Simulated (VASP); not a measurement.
Here is a VASP 6.6.1 calculation.

Contents of INCAR:

```
PREC = Accurate
ENCUT = 520
EDIFF = 1E-6
ISMEAR = 0
SIGMA = 0.1
LREAL = False
LASPH = True
NELM = 60
ALGO = Normal
ISIF = 2
LWAVE = False
LCHARG = True
LDIPOL = True
IDIPOL = 3
DIPOL = 0.5 0.5 0.299
GGA = PE
LELF = True
LVHAR = True
LVACPOTAV = True
NBANDS = 32
```

KPOINTS

```
regular mesh
0
Gamma
  5 5 1
```

POSCAR

```
Al6H
1.0
    5.7135165837      0.0000000000      0.0000000000
    0.0000000000      5.7135165837      0.0000000000
    0.0000000000      0.0000000000     22.1746954375
Al H
12 2
Direct
    0.2500000000      0.2500000000      0.1803857921
    0.2500000000      0.7500000000      0.1803857921
    0.7500000000      0.2500000000      0.1803857921
    0.7500000000      0.7500000000      0.1803857921
    0.0000000000      0.0000000000      0.2744050924
    0.0000000000      0.5000000000      0.2744050924
    0.5000000000      0.0000000000      0.2744050924
    0.5000000000      0.5000000000      0.2744050924
    0.2500000000      0.2500000000      0.3686497278
    0.2500000000      0.7500000000      0.3686497278
    0.7500000000      0.2500000000      0.3686497278
    0.7500000000      0.7500000000      0.3686497278
    0.0000000000     -0.1308301095      0.4466665829
    0.0000000000      0.1308301095      0.4466665829
```

Potentials or basis: VASP PAW PBE potentials, release 64 (Al, H).

Run with:

```sh
$ cat potpaw_PBE.64/Al/POTCAR potpaw_PBE.64/H/POTCAR > POTCAR
$ mpirun -np 1 vasp_std > vasp.out
```

Problem. What does it give for the largest force?

Solution. 1.122 eV/Å.

Problem. What does it give for the band gap on the k mesh?

Solution. Zero (bands 19 and 20 overlap by 0.92 eV).

Forces on the atoms (eV/Å):
```
Al   0.018  0.017  0.056
Al   0.018 -0.017  0.056
Al  -0.018  0.017  0.056
Al  -0.018 -0.017  0.056
Al   0.000  0.000  0.245
Al   0.000  0.000  0.107
Al   0.000  0.000 -0.074
Al   0.000  0.000 -0.048
Al  -0.019  0.048  0.391
Al  -0.019 -0.048  0.391
Al   0.019  0.048  0.391
Al   0.019 -0.048  0.391
H    0.000  0.492 -1.008
H    0.000 -0.492 -1.008
```
